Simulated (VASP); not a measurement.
Set up this calculation in VASP 6.6.1, as the native input.

```yaml
Task: single point
Functional: PBE
Potentials_or_basis: VASP PAW PBE potentials, release 64 (Si, C)
Cutoff: 520 eV
k_mesh: 9 × 9 × 2
Occupations: gaussian, width 0.01 eV
Spin: no spin polarisation
Dipole_correction: no
Further_INCAR_settings: ALGO = Normal; EDIFF = 1e-07; NBANDS = 26
```

The structure of SiC lies in POSCAR:

```
SiC
1.0
    3.0308699418      0.0000000000      0.0000000000
   -1.5154349709      2.6248103651      0.0000000000
    0.0000000000      0.0000000000      9.9222913438
Si C
4 4
Direct
    0.0000000000      0.0000000000     -0.0001500102
    0.3333333333      0.6666666667      0.2499054348
    0.0000000000      0.0000000000      0.4998499898
    0.6666666667      0.3333333333      0.7499054348
    0.0000000000      0.0000000000      0.1873051250
    0.3333333333      0.6666666667      0.4379394504
    0.0000000000      0.0000000000      0.6873051250
    0.6666666667      0.3333333333      0.9379394504
```

These files were run (other wordings do the same):

INCAR

```
SYSTEM = SiC
  PREC = Accurate
  ENCUT = 520
  EDIFF = 1E-7
  ISMEAR = 0
  SIGMA = 0.01
  LREAL = .FALSE.
  LASPH = .TRUE.
  NELM = 80
  ALGO = Normal
  ISIF = 2
  LWAVE = .FALSE.
  LCHARG = .FALSE.
  GGA = PE
  NBANDS = 26
```

KPOINTS

```
Automatic mesh
0
G
  9 9 2
  0 0 0
```

Potentials or basis: VASP PAW PBE potentials, release 64 (Si, C).

Launch:

```bash
$ cat potpaw_PBE.64/Si/POTCAR potpaw_PBE.64/C/POTCAR > POTCAR
$ mpirun -np 1 vasp_std > vasp.out
```

Results of the run:

| Property | Result |
| --- | --- |
| Pressure | 14.8 GPa |
| Largest force | 0.017 eV/Å |
| Band gap on the k mesh | 2.35 eV (least direct gap 3.45 eV) |

Caveat: the cell stands under pressure.

Wall time 89 s on 1 thread of Intel Xeon 8259CL, with other jobs on the host, peak memory 0.21 GiB.
